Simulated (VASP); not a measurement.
# InAs (Fm-3m) in VASP: single point with PBEsol

Aim: the single point of InAs with PBEsol.

Program: VASP 6.6.1. These are calculated values, not measurements. Logs are shortened: lines on timing, memory, paths and dates and some standing lists are left out, and cuts for length are marked.

## (1) The cell of the first run

It takes space group Fm-3m (No. 225, cubic). Conventional cell: a = 5.755 Å, b = 5.755 Å, c = 5.755 Å, α = 90.00°, β = 90.00°, γ = 90.00°. Within 3.8 Å of In (site symmetry m-3m) lie 6 As at 2.88 Å. Within 3.8 Å of As (site symmetry m-3m) lie 6 In at 2.88 Å.

## (2) Single point, PBEsol

The input, INCAR:

```
ALGO = Normal ; EDIFF = 1E-6
ENCUT = 520 ; GGA = PS
ISIF = 2 ; ISMEAR = 1
ISYM = 0 ; LASPH = T
LCHARG = F ; LREAL = F
LWAVE = F ; NBANDS = 16
NELM = 100 ; PREC = Accurate
SIGMA = 0.3
```

The input, KPOINTS:

```
Automatic mesh
0
Gamma
  3 3 3
  0.5 0.5 0.5
```

The input, POSCAR:

```
InAs
1.0
    0.0000000000      2.8773040000      2.8773040000
    2.8773040000      0.0000000000      2.8773040000
    2.8773040000      2.8773040000      0.0000000000
In As
1 1
Direct
    0.5000000000      0.5000000000      0.5000000000
    0.0000000000      0.0000000000      0.0000000000
```

Potentials or basis: VASP PAW PBE potentials, release 64 (In_d, As).

The run is started by

```
> cat potpaw_PBE.64/In_d/POTCAR potpaw_PBE.64/As/POTCAR > POTCAR
> mpirun -np 1 vasp_std > vasp.out
```

OUTCAR:

```text
EDIFF = 1E-6
   ENCUT = 520
   GGA = PS
   ISIF = 2
   ISMEAR = 1
   ISYM = 0
   LASPH = T
   LREAL = F
   NELM = 100
   PREC = Accurate

 ion  position               nearest neighbor table
   1  0.500  0.500  0.500-   2 2.88   2 2.88   2 2.88   2 2.88   2 2.88   2 2.88
   2  0.000  0.000  0.000-   1 2.88   1 2.88   1 2.88   1 2.88   1 2.88   1 2.88

IMPORTANT INFORMATION: All symmetrisations will be switched off!
NOSYMM: (Re-)initialisation of all symmetry stuff for point group C_1.

----------------------------------------------------------------------------------------

                                     Primitive cell

  volume of cell :      47.6417

  direct lattice vectors                    reciprocal lattice vectors
     0.000000000  2.877304000  2.877304000    -0.173773783  0.173773783  0.173773783
     2.877304000  0.000000000  2.877304000     0.173773783 -0.173773783  0.173773783
     2.877304000  2.877304000  0.000000000     0.173773783  0.173773783 -0.173773783

  length of vectors
     4.069122340  4.069122340  4.069122340     0.300985021  0.300985021  0.300985021

  position of ions in fractional coordinates (direct lattice)
     0.500000000  0.500000000  0.500000000
     0.000000000  0.000000000  0.000000000

  ion indices of the primitive-cell ions
   primitive index   ion index
                 1           1
                 2           2

----------------------------------------------------------------------------------------

 KPOINTS: Automatic mesh

Automatic generation of k-mesh.
 Grid dimensions read from file:
 generate k-points for:    3    3    3

 Generating k-lattice:

  Cartesian coordinates                     Fractional coordinates (reciprocal lattice)
    -0.057924594  0.057924594  0.057924594     0.333333333  0.000000000  0.000000000
     0.057924594 -0.057924594  0.057924594     0.000000000  0.333333333  0.000000000
     0.057924594  0.057924594 -0.057924594     0.000000000  0.000000000  0.333333333

  Length of vectors
     0.100328340  0.100328340  0.100328340

  Shift w.r.t. Gamma in fractional coordinates (k-lattice)
     0.500000000  0.500000000  0.500000000

 Subroutine IBZKPT returns following result:
 ===========================================

 Found     56 irreducible k-points:

 Following reciprocal coordinates:
            Coordinates               Weight
  0.166667  0.166667  0.166667      2.000000
  0.166667  0.000000  0.000000      2.000000
  0.000000  0.000000 -0.166667      2.000000
  0.000000  0.166667  0.000000      2.000000
  0.500000  0.166667  0.166667      2.000000
  0.166667  0.500000  0.166667      2.000000
[... 16 lines left out ...]
  0.000000 -0.333333 -0.166667      2.000000
 -0.333333  0.000000 -0.166667      2.000000
 [... further k-points ...]
   k-points           NKPTS =     56   k-points in BZ     NKDIM =     56   number of bands    NBANDS=     16
   number of dos      NEDOS =    301   number of ions     NIONS =      2
   total plane-waves  NPLWV =  27000
   dimension x,y,z NGX =    30 NGY =   30 NGZ =   30
   dimension x,y,z NGXF=    60 NGYF=   60 NGZF=   60
   ions per type =               1   1
   NGX,Y,Z   is equivalent  to a cutoff of  12.26, 12.26, 12.26 a.u.
   NGXF,Y,Z  is equivalent  to a cutoff of  24.51, 24.51, 24.51 a.u.
 SYSTEM =  unknown system
   PREC   = accura    normal or accurate (medium, high low for compatibility)
   ISTART =      0    job   : 0-new  1-cont  2-samecut
   ICHARG =      2    charge: 1-file 2-atom 10-const
   ISPIN  =      1    spin polarized calculation?
   LNONCOLLINEAR =      F non collinear calculations
   LSORBIT =      F    spin-orbit coupling
   LASPH  =      T    aspherical Exc in radial PAW
   ENCUT  =  520.0 eV  38.22 Ry    6.18 a.u.   7.57  7.57  7.57*2*pi/ulx,y,z
   NELM   =    100;   NELMIN=  2; NELMDL= -5     # of ELM steps
   EDIFF  = 0.1E-05   stopping-criterion for ELM
   LREAL  =      F    real-space projection
   EDIFFG = 0.1E-04   stopping-criterion for IOM
   NSW    =      0    number of steps for IOM
   IBRION =     -1    ionic relax: 0-MD 1-quasi-New 2-CG
   NFREE  =      0    steps in history (QN), initial steepest desc. (CG)
   ISIF   =      2    stress and relaxation
   ISYM   =      0    0-nonsym 1-usesym 2-fastsym
   POTIM  = 0.5000    time-step for ionic-motion
   TEBEG  =    0.0;   TEEND  =   0.0 temperature during run
   PSTRESS=    0.0 pullay stress
   NELECT =      18.0000    total number of electrons
   NUPDOWN=      -1.0000    fix difference up-down
   EMIN   =  10.00;   EMAX   =-10.00  energy-range for DOS
   EFERMI =   0.00;   METHOD = LEGACY
   ISMEAR =     1;   SIGMA  =   0.30  broadening in eV -4-tet -1-fermi 0-gaus
   EFERMI_NEDOS =   21; number of points for ismear=-14 and -15
   IALGO  =     38    algorithm
   IMIX   =      4    mixing-type and parameters
     AMIX     =   0.40;   BMIX     =  1.00
     AMIX_MAG =   1.60;   BMIX_MAG =  1.00
  volume/ion in A,a.u.               =      23.82       160.75
  Fermi-wavevector in a.u.,A,eV,Ry     =   1.183505  2.236499 19.057448  1.400683
  Thomas-Fermi vector in A             =   2.319738
   LORBIT       =      0    0 simple, 1 ext, 2 COOP (PROOUT), +10 PAW based schemes
   GGA     = PS    functional components
   LHFCALC =     F    Hartree Fock is set to
   AEXX    =    0.0000 exact exchange contribution
   IVDW    =     0    specifies the selected vdW correction
   LEPSILON=     F    determine dielectric tensor
   LRPA    =     F    only Hartree local field effects (RPA)
 non-spin polarized calculation
 Methfessel and Paxton  Order N= 1 SIGMA  =   0.30
  energy-cutoff  :      520.00
  volume of cell :       47.64
 maximum number of plane-waves:      1296
   NGX = 15   NGY = 15   NGZ = 15

 number of electron      18.0000002 magnetization

 Free energy of the ion-electron system (eV)
  ---------------------------------------------------
  ext. energy  EPLUGINS =         0.00000000
  ---------------------------------------------------
  free energy    TOTEN  =        -8.21029250 eV

  energy without entropy =       -8.18586396  energy(sigma->0) =       -8.20214966

 E-fermi :   5.7311     XC(G=0): -10.2488

 val. band max:        5.6172094449   @ k =   0.1667   0.0000   0.0000
 cond. band min:       5.7477589375   @ k =   0.3333   0.5000   0.3333
 fundamental gap:      0.1305494926
 Fermi energy:         5.7310737938

 k-point     1 :       0.1667    0.1667    0.1667
  band No.  band energies     occupation
      1      -8.4020      2.00000
      2      -8.4020      2.00000
      3      -8.3685      2.00000
      4      -8.3552      2.00000
      5      -8.3552      2.00000
      6      -6.0558      2.00000
[... 8 lines left out ...]
     15      13.7189      0.00000
     16      13.7189      0.00000

 k-point     2 :       0.1667    0.0000    0.0000
  band No.  band energies     occupation
      1      -8.4020      2.00000
      2      -8.4020      2.00000
      3      -8.3685      2.00000
      4      -8.3552      2.00000
      5      -8.3552      2.00000
      6      -6.0558      2.00000
[... 8 lines left out ...]
     15      13.7189      0.00000
     16      13.7189      0.00000

 k-point     3 :       0.0000    0.0000   -0.1667
  band No.  band energies     occupation
      1      -8.4020      2.00000
      2      -8.4020      2.00000
      3      -8.3685      2.00000
      4      -8.3552      2.00000
      5      -8.3552      2.00000
      6      -6.0558      2.00000
[... 8 lines left out ...]
     15      13.7189      0.00000
     16      13.7189      0.00000

 k-point     4 :       0.0000    0.1667    0.0000
  band No.  band energies     occupation
      1      -8.4020      2.00000
      2      -8.4020      2.00000
      3      -8.3685      2.00000
      4      -8.3552      2.00000
      5      -8.3552      2.00000
      6      -6.0558      2.00000
[... 8 lines left out ...]
     15      13.7189      0.00000
     16      13.7189      0.00000

 k-point     5 :       0.5000    0.1667    0.1667
  band No.  band energies     occupation
      1      -8.4676      2.00000
      2      -8.4305      2.00000
      3      -8.3618      2.00000
      4      -8.3279      2.00000
      5      -8.3215      2.00000
      6      -4.7338      2.00000
[... 8 lines left out ...]
     15      15.2483      0.00000
     16      17.4044      0.00000

 k-point     6 :       0.1667    0.5000    0.1667
  band No.  band energies     occupation
      1      -8.4676      2.00000
      2      -8.4305      2.00000
      3      -8.3619      2.00000
      4      -8.3279      2.00000
      5      -8.3215      2.00000
      6      -4.7338      2.00000
[... 8 lines left out ...]
     15      15.2483      0.00000
     16      17.4044      0.00000

 k-point     7 :       0.1667    0.1667    0.5000
  band No.  band energies     occupation
      1      -8.4676      2.00000
      2      -8.4305      2.00000
      3      -8.3618      2.00000
      4      -8.3279      2.00000
      5      -8.3215      2.00000
      6      -4.7338      2.00000
[... 8 lines left out ...]
     15      15.2483      0.00000
     16      17.4044      0.00000

 k-point     8 :       0.1667    0.0000   -0.3333
  band No.  band energies     occupation
      1      -8.4676      2.00000
      2      -8.4305      2.00000
      3      -8.3618      2.00000
      4      -8.3279      2.00000
      5      -8.3215      2.00000
      6      -4.7338      2.00000
[... 8 lines left out ...]
     15      15.2483      0.00000
     16      17.4044      0.00000

 k-point     9 :       0.5000    0.3333    0.3333
  band No.  band energies     occupation
      1      -8.4676      2.00000
      2      -8.4305      2.00000
      3      -8.3618      2.00000
      4      -8.3279      2.00000
      5      -8.3215      2.00000
      6      -4.7338      2.00000
[... 8 lines left out ...]
     15      15.2483      0.00000
     16      17.4044      0.00000
[... 172 lines left out ...]
 k-point    19 :       0.1667    0.1667   -0.1667
  band No.  band energies     occupation
      1      -8.4835      2.00000
      2      -8.3939      2.00000
      3      -8.3780      2.00000
      4      -8.3337      2.00000
      5      -8.3221      2.00000
      6      -5.2754      2.00000
[... 8 lines left out ...]
     15      16.2099      0.00000
     16      16.6208      0.00000

 k-point    20 :       0.1667    0.0000    0.3333
  band No.  band energies     occupation
      1      -8.4835      2.00000
      2      -8.3939      2.00000
      3      -8.3780      2.00000
      4      -8.3337      2.00000
      5      -8.3221      2.00000
      6      -5.2754      2.00000
[... 8 lines left out ...]
     15      16.2099      0.00000
     16      16.6208      0.00000

 k-point    21 :      -0.1667   -0.3333   -0.3333
  band No.  band energies     occupation
      1      -8.4835      2.00000
      2      -8.3939      2.00000
      3      -8.3780      2.00000
      4      -8.3337      2.00000
      5      -8.3221      2.00000
      6      -5.2754      2.00000
[... 8 lines left out ...]
     15      16.2099      0.00000
     16      16.6208      0.00000

 k-point    22 :       0.1667    0.3333    0.0000
  band No.  band energies     occupation
      1      -8.4835      2.00000
      2      -8.3939      2.00000
      3      -8.3780      2.00000
      4      -8.3337      2.00000
      5      -8.3221      2.00000
      6      -5.2754      2.00000
[... 8 lines left out ...]
     15      16.2099      0.00000
     16      16.6208      0.00000

 k-point    23 :       0.0000   -0.3333   -0.1667
  band No.  band energies     occupation
      1      -8.4835      2.00000
      2      -8.3939      2.00000
      3      -8.3780      2.00000
      4      -8.3337      2.00000
      5      -8.3221      2.00000
      6      -5.2754      2.00000
[... 8 lines left out ...]
     15      16.2099      0.00000
     16      16.6208      0.00000

 k-point    24 :      -0.3333    0.0000   -0.1667
  band No.  band energies     occupation
      1      -8.4835      2.00000
      2      -8.3939      2.00000
      3      -8.3780      2.00000
      4      -8.3337      2.00000
      5      -8.3221      2.00000
      6      -5.2754      2.00000
[... 8 lines left out ...]
     15      16.2099      0.00000
     16      16.6208      0.00000

 [... further k-points ...]

------------------------ aborting loop because EDIFF is reached ----------------------------------------

  FORCE on cell =-STRESS in cart. coord.  units (eV):
  Direction    XX          YY          ZZ          XY          YZ          ZX
  --------------------------------------------------------------------------------------
  -------------------------------------------------------------------------------------
  Total       -0.7597528     -0.7597265     -0.7597306      0.0000045      0.0000068     -0.0000009
  in kB      -25.5502800    -25.5493961    -25.5495328      0.0001500      0.0002284     -0.0000316
  external PRESSURE =     -25.5497363 kB  Pullay stress =       0.0000000 kB

 VOLUME and BASIS-vectors are now :
 -----------------------------------------------------------------------------
  energy-cutoff  :      520.00
  volume of cell :       47.64
      direct lattice vectors                 reciprocal lattice vectors
     0.000000000  2.877304000  2.877304000    -0.173773783  0.173773783  0.173773783
     2.877304000  0.000000000  2.877304000     0.173773783 -0.173773783  0.173773783
     2.877304000  2.877304000  0.000000000     0.173773783  0.173773783 -0.173773783

 POSITION                                       TOTAL-FORCE (eV/Angst)
 -----------------------------------------------------------------------------------
      2.87730      2.87730      2.87730         0.000002     -0.000002      0.000006
      0.00000      0.00000      0.00000        -0.000002      0.000002     -0.000006
 -----------------------------------------------------------------------------------
    total drift:                                0.000004     -0.000004      0.000010

  FREE ENERGIE OF THE ION-ELECTRON SYSTEM (eV)
  ---------------------------------------------------
  free  energy   TOTEN  =        -8.2102925048 eV

  energy  without entropy=       -8.1858639603  energy(sigma->0) =       -8.20214966
```

Run time: 45 s. Hardware: 1 thread of AMD EPYC 7R43 (Zen 3), shared host; peak memory 0.15 GiB.

Results:

```yaml
Free_energy: -8.2103 eV
Pressure: -2.6 GPa
Band_gap_on_the_k_mesh: zero (band 9 reaches 5.95 eV, above the bottom of band 10 at 5.10 eV)
```

Caveat: the k points lie up to 0.63 Å⁻¹ apart; the PAW data sets were made with another functional, which shifts forces and pressure a little; spin-orbit coupling is left out, which moves the levels of the heavy elements.
